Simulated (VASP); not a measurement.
# Li in VASP: a series of runs

Runs on Li. Level: PBE. Tasks: single point.

Everything below comes from runs of VASP 6.6.1. Logs are shortened: lines on timing, memory, paths and dates and some standing lists are left out, and cuts for length are marked.

### 1 The cell of the first run

The cell holds a slab with vacuum, 17 atoms: a = 6.980 Å, b = 6.045 Å, c = 20.403 Å, α = 90.00°, β = 90.00°, γ = 54.74°.

### 2 Single point, PBE

INCAR

```
PREC = Accurate ; ENCUT = 520
EDIFF = 1E-6 ; ISMEAR = -1
SIGMA = 0.05 ; LREAL = Auto
LASPH = True ; NELM = 80
ALGO = Normal ; ISIF = 2
LWAVE = False ; LCHARG = True
GGA = PE ; LELF = True
LVHAR = True ; NBANDS = 40
```

KPOINTS

```
Automatic mesh
0
Gamma
  4 4 1
```

POSCAR

```
Li
1.0
    6.9800000000      0.0000000000      0.0000000000
    3.4900000000      4.9356050000      0.0000000000
    0.0000000000      0.0000000000     20.4034080000
Li
17
Direct
   -0.2499999493      0.4999998987      0.0490114201
    0.2500000507      0.4999998987      0.0490114201
   -0.2500000000      1.0000000000      0.0490114201
    0.2500000000      1.0000000000      0.0490114201
    0.0008036038     -0.0009794139      0.1587079472
    0.5009803376     -0.0026558041      0.1638126337
    0.0016337809      0.4986817219      0.1581818586
    0.4994128752      0.4989218140      0.1647187078
   -0.2335370734      0.5125474992      0.2761832239
    0.2343397273      0.4859835826      0.2774982003
   -0.2381759231      1.0142985510      0.2761936633
    0.2389223445      0.9855810990      0.2773593509
    0.0150357266     -0.0226525421      0.4036188954
    0.5076081261     -0.0090835875      0.3839506126
    0.0012625862      0.4805481800      0.4060104567
    0.5131274808      0.4800673879      0.3800664575
    0.4952233321      0.7261768314      0.4988346555
```

Potentials or basis: VASP PAW PBE potentials, release 64 (Li_sv).

Command:

```sh
cat potpaw_PBE.64/Li_sv/POTCAR > POTCAR
mpirun -np 1 vasp_std > vasp.out
```

OUTCAR:

```text
PREC = Accurate
   ENCUT = 520
   EDIFF = 1E-6
   ISMEAR = -1
   LREAL = Auto
   LASPH = True
   NELM = 80
   ISIF = 2
   GGA = PE

 ion  position               nearest neighbor table
   1  0.750  0.500  0.049-
   2  0.250  0.500  0.049-
   3  0.750  0.000  0.049-
   4  0.250  0.000  0.049-
   5  0.001  0.999  0.159-
   6  0.501  0.997  0.164-
[... 9 lines left out ...]
  16  0.513  0.480  0.380-
  17  0.495  0.726  0.499-

  LATTYP: Found a base centered orthorhombic cell.
 ALAT       =     6.9800000000
 B/A-ratio  =     1.4142134670
 C/A-ratio  =     2.9231243553

  Lattice vectors:

 A1 = (   3.4900000000,  -4.9356050000,   0.0000000000)
 A2 = (   3.4900000000,   4.9356050000,   0.0000000000)
 A3 = (   0.0000000000,   0.0000000000,  20.4034080000)

Analysis of symmetry for initial positions (statically):
=====================================================================
 Subroutine PRICEL returns:
 Original cell was already a primitive cell.

 Routine SETGRP: Setting up the symmetry group for a
 base centered orthorhombic supercell.

 Subroutine GETGRP returns: Found  1 space group operations
 (whereof  1 operations were pure point group operations)
 out of a pool of  8 trial point group operations.

The static configuration has the point symmetry C_1 .

Analysis of symmetry for dynamics (positions and initial velocities):
=====================================================================
 Subroutine PRICEL returns:
 Original cell was already a primitive cell.

 Routine SETGRP: Setting up the symmetry group for a
 base centered orthorhombic supercell.

 Subroutine GETGRP returns: Found  1 space group operations
 (whereof  1 operations were pure point group operations)
 out of a pool of  8 trial point group operations.

The dynamic configuration has the point symmetry C_1 .

 Subroutine INISYM returns: Found  1 space group operations
[... 105 lines left out ...]
   ICHARG =      2    charge: 1-file 2-atom 10-const
   ISPIN  =      1    spin polarized calculation?
   LNONCOLLINEAR =      F non collinear calculations
   LSORBIT =      F    spin-orbit coupling
   LASPH  =      T    aspherical Exc in radial PAW
   ENCUT  =  520.0 eV  38.22 Ry    6.18 a.u.  12.98 11.24 37.94*2*pi/ulx,y,z
   NELM   =     80;   NELMIN=  2; NELMDL= -5     # of ELM steps
   EDIFF  = 0.1E-05   stopping-criterion for ELM
   LREAL  =      T    real-space projection
   EDIFFG = 0.1E-04   stopping-criterion for IOM
   NSW    =      0    number of steps for IOM
   IBRION =     -1    ionic relax: 0-MD 1-quasi-New 2-CG
   NFREE  =      0    steps in history (QN), initial steepest desc. (CG)
   ISIF   =      2    stress and relaxation
   ISYM   =      2    0-nonsym 1-usesym 2-fastsym
   POTIM  = 0.5000    time-step for ionic-motion
   TEBEG  =    0.0;   TEEND  =   0.0 temperature during run
   PSTRESS=    0.0 pullay stress
   NELECT =      51.0000    total number of electrons
   NUPDOWN=      -1.0000    fix difference up-down
   EMIN   =  10.00;   EMAX   =-10.00  energy-range for DOS
   EFERMI =   0.00;   METHOD = LEGACY
   ISMEAR =    -1;   SIGMA  =   0.05  broadening in eV -4-tet -1-fermi 0-gaus
   EFERMI_NEDOS =   21; number of points for ismear=-14 and -15
   IALGO  =     38    algorithm
   IMIX   =      4    mixing-type and parameters
     AMIX     =   0.40;   BMIX     =  1.00
     AMIX_MAG =   1.60;   BMIX_MAG =  1.00
  volume/ion in A,a.u.               =      41.35       279.03
  Fermi-wavevector in a.u.,A,eV,Ry     =   0.682808  1.290320  6.343403  0.466227
  Thomas-Fermi vector in A             =   1.761989
   LORBIT       =      0    0 simple, 1 ext, 2 COOP (PROOUT), +10 PAW based schemes
   GGA     = PE    functional components
   LHFCALC =     F    Hartree Fock is set to
   AEXX    =    0.0000 exact exchange contribution
   IVDW    =     0    specifies the selected vdW correction
   LEPSILON=     F    determine dielectric tensor
   LRPA    =     F    only Hartree local field effects (RPA)
 non-spin polarized calculation
  energy-cutoff  :      520.00
  volume of cell :      702.91
 maximum number of plane-waves:     18950
 NGX is ok and might be reduce to    54
   NGX = 25   NGY = 23   NGZ = 75

 number of electron      50.9999987 magnetization

 Free energy of the ion-electron system (eV)
  ---------------------------------------------------
  ext. energy  EPLUGINS =         0.00000000
  ---------------------------------------------------
  free energy    TOTEN  =       -29.94222281 eV

  energy without entropy =      -29.84889898  energy(sigma->0) =      -29.89556090

 E-fermi :  -0.9891     XC(G=0):  -4.3408

 val. band max:       -0.9945766427   @ k =   0.2500   0.2500   0.0000
 cond. band min:      -0.9262852855   @ k =   0.5000   0.5000   0.0000
 fundamental gap:      0.0682913571
 Fermi energy:        -0.9891250993

 k-point     1 :       0.0000    0.0000    0.0000
  band No.  band energies     occupation
      1     -49.2636      2.00000
      2     -48.0610      2.00000
      3     -48.0122      2.00000
      4     -48.0032      2.00000
      5     -47.9959      2.00000
      6     -47.9929      2.00000
[... 389 lines left out ...]
     36       1.3523      0.00000
     37       1.8049      0.00000
 [bands above 37 left out]

------------------------ aborting loop because EDIFF is reached ----------------------------------------

  FORCE on cell =-STRESS in cart. coord.  units (eV):
  Direction    XX          YY          ZZ          XY          YZ          ZX
  --------------------------------------------------------------------------------------
  -------------------------------------------------------------------------------------
  Total       -1.2657679     -1.0600962     -0.1826905      0.3131937     -0.0080073     -0.0077841
  in kB       -2.8851349     -2.4163361     -0.4164166      0.7138798     -0.0182514     -0.0177427
  external PRESSURE =      -1.9059625 kB  Pullay stress =       0.0000000 kB

 VOLUME and BASIS-vectors are now :
 -----------------------------------------------------------------------------
  energy-cutoff  :      520.00
  volume of cell :      702.91
      direct lattice vectors                 reciprocal lattice vectors
     6.980000000  0.000000000  0.000000000     0.143266476 -0.101304703  0.000000000
     3.490000000  4.935605000  0.000000000     0.000000000  0.202609407  0.000000000
     0.000000000  0.000000000 20.403408000     0.000000000  0.000000000  0.049011420

 POSITION                                       TOTAL-FORCE (eV/Angst)
 -----------------------------------------------------------------------------------
      6.98000      2.46780      1.00000        -0.028070     -0.011793      0.002012
      3.49000      2.46780      1.00000         0.027887     -0.003504     -0.005587
      5.23500      0.00000      1.00000        -0.022789      0.002362      0.001998
      1.74500      0.00000      1.00000         0.022724      0.010919     -0.007210
      3.49219      4.93077      3.23818         0.000698      0.001395     -0.002425
      6.97757      4.92250      3.34234        -0.002603      0.002704     -0.001909
[... 9 lines left out ...]
      5.25706      2.36942      7.75465         0.000956     -0.000816      0.001392
      5.99102      3.58412     10.17793         0.002185     -0.001976      0.004803
 -----------------------------------------------------------------------------------
    total drift:                                0.006603      0.002146     -0.001640

  FREE ENERGIE OF THE ION-ELECTRON SYSTEM (eV)
  ---------------------------------------------------
  free  energy   TOTEN  =       -29.9422228123 eV

  energy  without entropy=      -29.8488989820  energy(sigma->0) =      -29.89556090
```

OSZICAR:

```text
N       E                     dE             d eps       ncg     rms          rms(c)
DAV:   1     0.271037148875E+03    0.27104E+03   -0.24392E+04   888   0.111E+03
DAV:   2     0.460811296916E+02   -0.22496E+03   -0.21191E+03   856   0.305E+02
DAV:   3    -0.621357252229E+01   -0.52295E+02   -0.51269E+02  1440   0.842E+01
DAV:   4    -0.279540402966E+02   -0.21740E+02   -0.21535E+02  1552   0.707E+01
[... 12 lines left out ...]
DAV:  17    -0.299420812991E+02   -0.59593E-03   -0.14164E-04   968   0.294E-02    0.452E-03
DAV:  18    -0.299422012842E+02   -0.11999E-03   -0.30866E-05   896   0.133E-02    0.339E-03
DAV:  19    -0.299422182135E+02   -0.16929E-04   -0.34798E-06   896   0.586E-03    0.109E-03
DAV:  20    -0.299422220908E+02   -0.38773E-05   -0.10084E-06   848   0.300E-03    0.750E-04
DAV:  21    -0.299422228123E+02   -0.72157E-06   -0.23983E-07   784   0.175E-03
   1 F= -.29942223E+02 E0= -.29895561E+02  d E =-.933238E-01
```

Wall time 8 min (1 thread of Intel Xeon 6975P-C (Granite Rapids), shared host); peak memory 0.78 GiB.

What came out:

- Free energy: -29.9422 eV
- Largest force: 0.031 eV/Å
- Band gap on the k mesh: zero (an odd number of electrons rules out a gap without spin polarisation)

Forces in eV/Å, atoms in the order of the input:
```
Li  -0.028 -0.012  0.002
Li   0.028 -0.004 -0.006
Li  -0.023  0.002  0.002
Li   0.023  0.011 -0.007
Li   0.001  0.001 -0.002
Li  -0.003  0.003 -0.002
Li   0.000  0.003 -0.002
Li   0.000  0.000 -0.003
Li   0.001  0.001 -0.001
Li  -0.002  0.000  0.002
Li  -0.001  0.000 -0.003
Li   0.001 -0.002  0.003
Li  -0.001  0.000  0.005
Li   0.004  0.002  0.001
Li  -0.003 -0.002  0.005
Li   0.001 -0.001  0.001
Li   0.002 -0.002  0.005
```

Caveat: the cutoff is under 1.25 times the usual one of these potentials, so pressure, stress and relaxed cells hold a basis-set (Pulay) error.

### 3 Single point, PBE

INCAR

```
PREC     = Accurate       # precision mode
ENCUT    = 520            # plane-wave cutoff, eV
EDIFF    = 1E-7           # SCF threshold, eV
ISMEAR   = -1             # smearing method
SIGMA    = 0.05           # smearing width, eV
LREAL    = Auto         
LASPH    = True           # aspherical terms in the spheres
NELM     = 100            # most SCF steps
ALGO     = Normal         # electronic algorithm
ISIF     = 2              # what is computed and relaxed
LWAVE    = False          # write WAVECAR
LCHARG   = False          # write CHGCAR
GGA      = PE             # functional
NBANDS   = 40             # bands
```

KPOINTS

```
regular mesh
0
Gamma
  4 4 1
```

POSCAR

```
Li
1.0
    6.9800000000      0.0000000000      0.0000000000
    3.4900000000      4.9356050000      0.0000000000
    0.0000000000      0.0000000000     20.4034080000
Li
17
Direct
   -0.2499999493      0.4999998987      0.0490114201
    0.2500000507      0.4999998987      0.0490114201
   -0.2500000000      1.0000000000      0.0490114201
    0.2500000000      1.0000000000      0.0490114201
    0.0008096886     -0.0023812684      0.1601224168
    0.5010177665     -0.0021527249      0.1637266186
    0.0014152106      0.4971200086      0.1571744779
    0.5000417605      0.4978265076      0.1642206537
   -0.2407002300      0.5216400016      0.2735519968
    0.2337922232      0.4863422012      0.2739172789
   -0.2395184580      1.0132492369      0.2797864455
    0.2348599501      0.9954285240      0.2797863965
    0.0000738393      0.0054139260      0.4095272221
    0.4935338966      0.0122817770      0.3935453822
   -0.0127626496      0.5078840385      0.3985343527
    0.4954465340      0.5041977630      0.3747769000
    0.5819635530      0.6104029800      0.4982692597
```

Potentials or basis: VASP PAW PBE potentials, release 64 (Li_sv).

Command:

```sh
cat potpaw_PBE.64/Li_sv/POTCAR > POTCAR
mpirun -np 1 vasp_std > vasp.out
```

It took 8.4 min on 1 thread of Intel Xeon 6975P-C (Granite Rapids), shared host; peak memory 0.78 GiB.

The run converged. Its results:

- Free energy: -29.9587 eV
- Largest force: 0.036 eV/Å
- Band gap on the k mesh: zero (an odd number of electrons rules out a gap without spin polarisation)

Forces on the atoms (eV/Å):
```
Li  -0.031 -0.010 -0.015
Li   0.029  0.002 -0.015
Li  -0.017  0.002  0.008
Li   0.018  0.007  0.007
Li   0.000 -0.002  0.004
Li   0.000 -0.003 -0.003
Li  -0.002  0.002 -0.004
Li   0.001  0.004 -0.005
Li  -0.004 -0.006  0.000
Li   0.008  0.000  0.007
Li  -0.004  0.003  0.008
Li   0.004 -0.001  0.004
Li   0.000  0.005  0.002
Li   0.002  0.011  0.012
Li   0.003  0.007 -0.006
Li   0.001  0.005 -0.003
Li  -0.009 -0.027 -0.002
```

Levels at points of the mesh, in eV from the Fermi level:
| k point | band 21 | band 22 | band 23 | band 24 | band 25 | band 26 | band 27 | band 28 | band 29 | band 30 |
| --- | --- | --- | --- | --- | --- | --- | --- | --- | --- | --- |
| (0.00, 0.00, 0.00) | -0.80 | -0.08 | -0.06 | -0.03 | 0.00 | 0.14 | 0.19 | 0.20 | 0.22 | 0.25 |
| (0.50, 0.00, 0.00) | -1.93 | -1.06 | -0.91 | -0.32 | -0.22 | 0.10 | 0.20 | 0.33 | 0.34 | 1.14 |
| (0.50, 0.50, 0.00) | -1.91 | -1.06 | -0.87 | -0.28 | -0.26 | 0.07 | 0.25 | 0.30 | 0.35 | 1.13 |
| (0.00, 0.50, 0.00) | -1.63 | -1.09 | -1.07 | -0.75 | -0.58 | -0.49 | -0.46 | 0.31 | 0.45 | 0.57 |

Caveat: the cutoff is under 1.25 times the usual one of these potentials, so pressure, stress and relaxed cells hold a basis-set (Pulay) error.
